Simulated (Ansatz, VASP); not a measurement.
SrCo3 in VASP and in Ansatz

```
CELL_PARAMETERS angstrom
3.88396 0.00000 0.00000
0.00000 3.88396 0.00000
0.00000 0.00000 3.88396
ATOMIC_POSITIONS crystal
Sr 0.00000 0.00000 0.00000
Co 0.00000 0.50000 0.50000
Co 0.50000 0.50000 0.00000
Co 0.50000 0.00000 0.50000
```

Alike in both runs: task single point; functional PBEsol; k mesh 8 × 8 × 8; occupations gaussian, width 0.05 eV; collinear spin.

|  | VASP | Ansatz |
| --- | --- | --- |
| version | VASP 6.6.1 | Ansatz 0.2.0 |
| potentials or method | VASP PAW PBE potentials, release 64 (Sr_sv, Co), cutoff 520 eV | scalar-relativistic, plane waves, PAW |
| valence electrons in the cell | 37 | 61 |

```csv
,VASP,Ansatz,Ansatz less VASP
gap on the k mesh at the Fermi level (eV),none,none,-
pressure (GPa),2.6,1.9,-0.65
net moment per atom (μB),1.02,1.02,+0.001
size of the moment on the site where the two differ most (μB),0.11,0.09,-0.026
```

VASP's potentials were made for PBE, not for PBEsol. Site moments also hang on the region over which each program counts them. A gap of «none» marks a metal or a gap that the smearing closes. VASP's potentials hold 37 valence electrons a cell and Ansatz's 61, so a difference there can come from the potentials and not from the codes.
